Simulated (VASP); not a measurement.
Crystal: HfGe3W2.

```
CELL_PARAMETERS angstrom
2.87696 -4.68453 0.00000
2.87696 4.68453 0.00000
0.00000 0.00000 4.31860
ATOMIC_POSITIONS crystal
Hf 0.50000 0.50000 0.00000
Ge 0.15586 0.84414 0.00000
Ge 0.84414 0.15586 0.00000
Ge 0.00000 0.00000 0.50000
W 0.00000 0.50000 0.50000
W 0.50000 0.00000 0.50000
```

The cell was built from a structure type or drawn by symmetry, and may not be a known phase.

```yaml
Program: VASP 6.6.1
Task: relaxation of cell and atoms
Functional: PBE
Potentials_or_basis: VASP PAW PBE potentials, release 64 (Hf_pv, Ge_d, W_sv)
Cutoff: 600 eV
k_mesh: 4 × 4 × 4
Occupations: gaussian, width 0.1 eV
Spin: no spin polarisation
```

At the start: pressure -12.7 GPa; volume 19.40 Å³/atom.

Problem. How do energy, volume and symmetry change on relaxing?

Solution. Over 12 steps the energy falls by 203.5 meV/atom and the volume is 17.65 Å³/atom (-9.0 %); space group Cmmm (No. 65, to 0.1 Å) before and after.

Step by step:
```
step  energy change (eV)  largest force (eV/Å)  pressure (GPa)  volume (Å³)
   1              0.0000                1.3141          -12.70       116.41
   2              0.1630                0.4556           32.22        91.88
   3             -0.9983                0.9430            3.11       103.42
   4             -1.0001                0.9296            3.81       103.03
   5             -1.1703                0.4667            0.35       105.89
   6             -1.1739                0.5205            0.71       105.53
   7             -1.1998                0.3577           -1.40       106.76
   8             -1.2002                0.3376           -1.64       106.91
   9             -1.2164                0.1410            0.04       105.79
  10             -1.2169                0.1007            0.38       105.56
  11             -1.2203                0.0424            0.19       105.78
  12             -1.2209                0.0087            0.09       105.91
```

Final structure:
```
Hf Ge W
1.0
     2.62173   -4.55556    0.00000
     2.62173    4.55556    0.00000
     0.00000    0.00000    4.43385
Hf Ge W
1 3 2
Direct
  0.50000 0.50000 0.00000
  0.17175 0.82825 0.00000
  0.82825 0.17175 0.00000
  0.00000 0.00000 0.50000
  0.00000 0.50000 0.50000
  0.50000 0.00000 0.50000
```

Caveat: the k points lie up to 0.35 Å⁻¹ apart in the final cell, too coarse for converged energies and pressures of a metal.
